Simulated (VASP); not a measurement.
# B6As (R-3m) in VASP: single point with r2SCAN

Aim: the single point of B6As with r2SCAN.

Everything below comes from runs of VASP 6.6.1. Logs are shortened: lines on timing, memory, paths and dates and some standing lists are left out, and cuts for length are marked.

### 1 The cell of the first run

Symmetry: R-3m, No. 166, trigonal system. The conventional cell has a = 6.132 Å, b = 6.132 Å, c = 11.896 Å, α = 90.00°, β = 90.00°, γ = 120.00°. Within 2.4 Å of B (site symmetry m) lie 6 B at 1.77 to 1.90 Å. Within 2.3 Å of B (site symmetry m) lie 5 B at 1.73 to 1.81 Å and 1 As at 2.00 Å. Within 2.6 Å of As (site symmetry 3m) lie 3 B at 2.00 Å and 1 As at 2.39 Å.

### 2 Single point, r2SCAN

Contents of POSCAR:

```
B6As
1.0
    3.0661280426      1.7702298508      3.9651959123
   -3.0661280426      1.7702298508      3.9651959123
    0.0000000000     -3.5404597016      3.9651959123
B As
12 2
Direct
    0.0151018143      0.0151018143      0.3249404240
    0.0151018143      0.3249404240      0.0151018143
    0.8217379163      0.2727458778      0.8217379163
    0.8217379163      0.8217379163      0.2727458778
    0.2727458778      0.8217379163      0.8217379163
    0.7272541222      0.1782620837      0.1782620837
    0.1782620837      0.7272541222      0.1782620837
    0.1782620837      0.1782620837      0.7272541222
    0.9848981857      0.6750595760      0.9848981857
    0.9848981857      0.9848981857      0.6750595760
    0.6750595760      0.9848981857      0.9848981857
    0.3249404240      0.0151018143      0.0151018143
    0.6003546060      0.6003546060      0.6003546060
    0.3996453940      0.3996453940      0.3996453940
```

Contents of INCAR.step1:

```
PREC     = Accurate       # precision mode
ENCUT    = 550            # plane-wave cutoff, eV
ISMEAR   = 0              # smearing method
SIGMA    = 0.02           # smearing width, eV
LREAL    = F              # projectors in reciprocal space
LASPH    = T              # aspherical terms in the spheres
NELM     = 120            # most SCF steps
NBANDS   = 36             # bands
GGA      = PE             # functional
ALGO     = Normal         # electronic algorithm
EDIFF    = 1E-5           # SCF threshold, eV
LWAVE    = T              # write WAVECAR
LCHARG   = F              # write CHGCAR
GGA_COMPAT= F
```

Contents of INCAR.step2:

```
PREC     = Accurate       # precision mode
ENCUT    = 550            # plane-wave cutoff, eV
EDIFF    = 1E-6           # SCF threshold, eV
ISMEAR   = 0              # smearing method
SIGMA    = 0.02           # smearing width, eV
LREAL    = F              # projectors in reciprocal space
LASPH    = T              # aspherical terms in the spheres
NELM     = 120            # most SCF steps
ALGO     = Normal         # electronic algorithm
ISIF     = 2              # what is computed and relaxed
LWAVE    = F              # write WAVECAR
LCHARG   = F              # write CHGCAR
METAGGA  = R2SCAN         # meta-GGA
LMIXTAU  = T            
NBANDS   = 36             # bands
ISTART   = 1            
GGA_COMPAT= F
```

Contents of KPOINTS:

```
Automatic mesh
0
Gamma
  6 6 6
```

Potentials or basis: VASP PAW PBE potentials, release 64 (B, As).

On the command line:

```console
$ cat potpaw_PBE.64/B/POTCAR potpaw_PBE.64/As/POTCAR > POTCAR
$ cp INCAR.step1 INCAR
$ mpirun -np 1 vasp_std > vasp.out
$ cp INCAR.step2 INCAR
$ mpirun -np 1 vasp_std > vasp.out
```

OUTCAR:

```text
PREC = Accurate
   ENCUT = 550
   EDIFF = 1E-6
   ISMEAR = 0
   LREAL = F
   LASPH = T
   NELM = 120
   ISIF = 2
   METAGGA = R2SCAN
   ISTART = 1

 ion  position               nearest neighbor table
   1  0.015  0.015  0.325-  10 1.77   7 1.78   6 1.78   4 1.81   2 1.90  12 1.90
   2  0.015  0.325  0.015-   9 1.77   8 1.78   6 1.78   3 1.81  12 1.90   1 1.90
   3  0.822  0.273  0.822-   8 1.73   6 1.73  10 1.78  11 1.78   2 1.81  13 2.00
   4  0.822  0.822  0.273-   6 1.73   7 1.73   9 1.78  11 1.78   1 1.81  13 2.00
   5  0.273  0.822  0.822-   8 1.73   7 1.73  10 1.78   9 1.78  12 1.81  13 2.00
   6  0.727  0.178  0.178-   4 1.73   3 1.73   1 1.78   2 1.78  11 1.81  14 2.00
   7  0.178  0.727  0.178-   4 1.73   5 1.73   1 1.78  12 1.78   9 1.81  14 2.00
   8  0.178  0.178  0.727-   3 1.73   5 1.73   2 1.78  12 1.78  10 1.81  14 2.00
   9  0.985  0.675  0.985-   2 1.77   4 1.78   5 1.78   7 1.81  11 1.90  10 1.90
  10  0.985  0.985  0.675-   1 1.77   3 1.78   5 1.78   8 1.81   9 1.90  11 1.90
  11  0.675  0.985  0.985-  12 1.77   4 1.78   3 1.78   6 1.81   9 1.90  10 1.90
  12  0.325  0.015  0.015-  11 1.77   8 1.78   7 1.78   5 1.81   2 1.90   1 1.90
  13  0.600  0.600  0.600-   3 2.00   5 2.00   4 2.00  14 2.39
  14  0.400  0.400  0.400-   6 2.00   7 2.00   8 2.00  13 2.39

  LATTYP: Found a trigonal (rhomboedric) cell.
 ALAT       =     5.3157909591
 COS(alpha) =     0.3346122798

  Lattice vectors:

 A1 = (   3.0661280426,   1.7702298508,   3.9651959123)
 A2 = (  -3.0661280426,   1.7702298508,   3.9651959123)
 A3 = (   0.0000000000,  -3.5404597016,   3.9651959123)

Analysis of symmetry for initial positions (statically):
=====================================================================
 Subroutine PRICEL returns:
 Original cell was already a primitive cell.

 Routine SETGRP: Setting up the symmetry group for a
 trigonal (rhombohedral) supercell.

 Subroutine GETGRP returns: Found 12 space group operations
 (whereof 12 operations were pure point group operations)
 out of a pool of 12 trial point group operations.

The static configuration has the point symmetry D_3d.

Analysis of symmetry for dynamics (positions and initial velocities):
=====================================================================
 Subroutine PRICEL returns:
 Original cell was already a primitive cell.

 Routine SETGRP: Setting up the symmetry group for a
 trigonal (rhombohedral) supercell.
[... 143 lines left out ...]
   EFERMI =   0.00;   METHOD = LEGACY
   ISMEAR =     0;   SIGMA  =   0.02  broadening in eV -4-tet -1-fermi 0-gaus
   EFERMI_NEDOS =   21; number of points for ismear=-14 and -15
   IALGO  =     38    algorithm
   IMIX   =      4    mixing-type and parameters
     AMIX     =   0.40;   BMIX     =  1.00
     AMIX_MAG =   1.60;   BMIX_MAG =  1.00
  volume/ion in A,a.u.               =       9.22        62.24
  Fermi-wavevector in a.u.,A,eV,Ry     =   1.160510  2.193046 18.324096  1.346783
  Thomas-Fermi vector in A             =   2.297092
   LORBIT       =      0    0 simple, 1 ext, 2 COOP (PROOUT), +10 PAW based schemes
   METAGGA = R2SCAN    functional components
   LHFCALC =     F    Hartree Fock is set to
   AEXX    =    0.0000 exact exchange contribution
   IVDW    =     0    specifies the selected vdW correction
   LEPSILON=     F    determine dielectric tensor
   LRPA    =     F    only Hartree local field effects (RPA)
 non-spin polarized calculation
 Gauss-broadening in eV      SIGMA  =   0.02
  energy-cutoff  :      550.00
  volume of cell :      129.13
 maximum number of plane-waves:      3803
 NGX is ok and might be reduce to    42
   NGX = 21   NGY = 21   NGZ = 21

 number of electron      46.0000001 magnetization

 Free energy of the ion-electron system (eV)
  ---------------------------------------------------
  ext. energy  EPLUGINS =         0.00000000
  ---------------------------------------------------
  free energy    TOTEN  =      -120.47630528 eV

  energy without entropy =     -120.47630528  energy(sigma->0) =     -120.47630528

 E-fermi :   4.4933     XC(G=0): -11.6587

 val. band max:        4.3962404490   @ k =   0.5000   0.5000   0.5000
 cond. band min:       7.2793114633   @ k =   0.5000  -0.0000   0.0000
 fundamental gap:      2.8830710143
 Fermi energy:         4.4933280497

 k-point     1 :       0.0000    0.0000    0.0000
  band No.  band energies     occupation
      1     -11.1480      2.00000
      2      -7.8829      2.00000
      3      -6.2875      2.00000
      4      -6.2875      2.00000
      5      -6.0998      2.00000
      6      -4.9485      2.00000
[... 901 lines left out ...]
     34      13.1977      0.00000
     35      13.5368      0.00000

 [... further k-points ...]

 [bands above 35 left out]

------------------------ aborting loop because EDIFF is reached ----------------------------------------

  FORCE on cell =-STRESS in cart. coord.  units (eV):
  Direction    XX          YY          ZZ          XY          YZ          ZX
  --------------------------------------------------------------------------------------
  -------------------------------------------------------------------------------------
  Total        0.2096793      0.2096793      0.1805741      0.0000000      0.0000000     -0.0000000
  in kB        2.6015382      2.6015382      2.2404235      0.0000000      0.0000000     -0.0000000
  external PRESSURE =       2.4811666 kB  Pullay stress =       0.0000000 kB

 VOLUME and BASIS-vectors are now :
 -----------------------------------------------------------------------------
  energy-cutoff  :      550.00
  volume of cell :      129.13
      direct lattice vectors                 reciprocal lattice vectors
     3.066128043  1.770229851  3.965195912     0.163072120  0.094149732  0.084064783
    -3.066128043  1.770229851  3.965195912    -0.163072120  0.094149732  0.084064783
     0.000000000 -3.540459702  3.965195912     0.000000000 -0.188299465  0.084064783

 POSITION                                       TOTAL-FORCE (eV/Angst)
 -----------------------------------------------------------------------------------
      0.00000     -1.09697      1.40822         0.000000     -0.003202      0.010331
     -0.95000      0.54849      1.40822        -0.002773      0.001601      0.010331
      1.68328     -0.97184      7.59819         0.004598     -0.002655      0.000863
      0.00000      1.94368      7.59819         0.000000      0.005309      0.000863
     -1.68328     -0.97184      7.59819        -0.004598     -0.002655      0.000863
      1.68328      0.97184      4.29739         0.004598      0.002655     -0.000863
     -1.68328      0.97184      4.29739        -0.004598      0.002655     -0.000863
      0.00000     -1.94368      4.29739         0.000000     -0.005309     -0.000863
      0.95000     -0.54849     10.48737         0.002773     -0.001601     -0.010331
      0.00000      1.09697     10.48737         0.000000      0.003202     -0.010331
     -0.95000     -0.54849     10.48737        -0.002773     -0.001601     -0.010331
      0.95000      0.54849      1.40822         0.002773      0.001601      0.010331
      0.00000      0.00000      7.14157         0.000000     -0.000000      0.016205
      0.00000      0.00000      4.75402         0.000000     -0.000000     -0.016205
 -----------------------------------------------------------------------------------
    total drift:                               -0.000000     -0.000000      0.000000

  FREE ENERGIE OF THE ION-ELECTRON SYSTEM (eV)
  ---------------------------------------------------
  free  energy   TOTEN  =      -120.4763052766 eV

  energy  without entropy=     -120.4763052766  energy(sigma->0) =     -120.47630528
```

It took 5.4 min on 1 thread of Intel Xeon 6975P-C (Granite Rapids), shared host; peak memory 0.35 GiB.

What came out:

```yaml
Free_energy: -120.4763 eV
Pressure: 0.2 GPa
Largest_force: 0.016 eV/Å
Band_gap_on_the_k_mesh: 2.88 eV (least direct gap 2.98 eV)
```

Forces in eV/Å, atoms in the order of the input:
```
B    0.000 -0.003  0.010
B   -0.003  0.002  0.010
B    0.005 -0.003  0.001
B    0.000  0.005  0.001
B   -0.005 -0.003  0.001
B    0.005  0.003 -0.001
B   -0.005  0.003 -0.001
B    0.000 -0.005 -0.001
B    0.003 -0.002 -0.010
B    0.000  0.003 -0.010
B   -0.003 -0.002 -0.010
B    0.003  0.002  0.010
As   0.000  0.000  0.016
As   0.000  0.000 -0.016
```

Levels at points of the mesh, in eV from the valence-band top:
| k point | band 19 | band 20 | band 21 | band 22 | band 23 | band 24 | band 25 | band 26 | band 27 | band 28 |
| --- | --- | --- | --- | --- | --- | --- | --- | --- | --- | --- |
| (0.00, 0.00, 0.00) | -1.36 | -0.21 | -0.21 | -0.08 | -0.08 | 4.79 | 5.09 | 5.09 | 5.30 | 6.24 |
| (0.50, 0.00, 0.00) | -1.60 | -1.42 | -1.41 | -1.17 | -0.11 | 2.88 | 4.49 | 4.96 | 5.47 | 5.89 |
| (0.50, 0.50, 0.00) | -2.01 | -1.65 | -1.03 | -0.73 | -0.29 | 3.69 | 4.77 | 5.08 | 5.41 | 5.55 |
| (0.50, 0.50, 0.50) | -0.85 | -0.85 | -0.83 | -0.83 | 0.00 | 2.98 | 3.97 | 4.03 | 4.92 | 4.92 |

Caveat: the PAW data sets were made with another functional, which shifts forces and pressure a little. A k mesh can miss the band edges.
